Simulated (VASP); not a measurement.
BN, 2 atoms in the cell. Symmetry: F-43m, No. 216, cubic system. The conventional cell has a = 3.577 Å, b = 3.577 Å, c = 3.577 Å, α = 90.00°, β = 90.00°, γ = 90.00°. B (site symmetry -43m) has 4 N at 1.55 Å within 2.1 Å. Within 2.1 Å of N (site symmetry -43m) lie 4 B at 1.55 Å. 

```yaml
Program: VASP 6.6.1
Task: single point
Functional: PBE
Potentials_or_basis: VASP PAW PBE potentials, release 64 (B, N)
Cutoff: 520 eV
k_mesh: 12 × 12 × 12
Occupations: gaussian, width 0.01 eV
Spin: no spin polarisation
Dipole_correction: no
Further_INCAR_settings: ALGO = Normal; EDIFF = 1e-06; NBANDS = 11
```

Potentials or basis: VASP PAW PBE potentials, release 64 (B, N).

Run with:

```console
$ cat potpaw_PBE.64/B/POTCAR potpaw_PBE.64/N/POTCAR > POTCAR
$ mpirun -np 1 vasp_std > vasp.out
```

Hardware: 1 thread of AMD EPYC 7R13, with other jobs on the host.

Q: How long does it take, and how much memory?

A: Run time: 20 s on 1 thread of AMD EPYC 7R13, on a shared host, peak memory 0.09 GiB. Counts: scf iterations 12, k points 72.
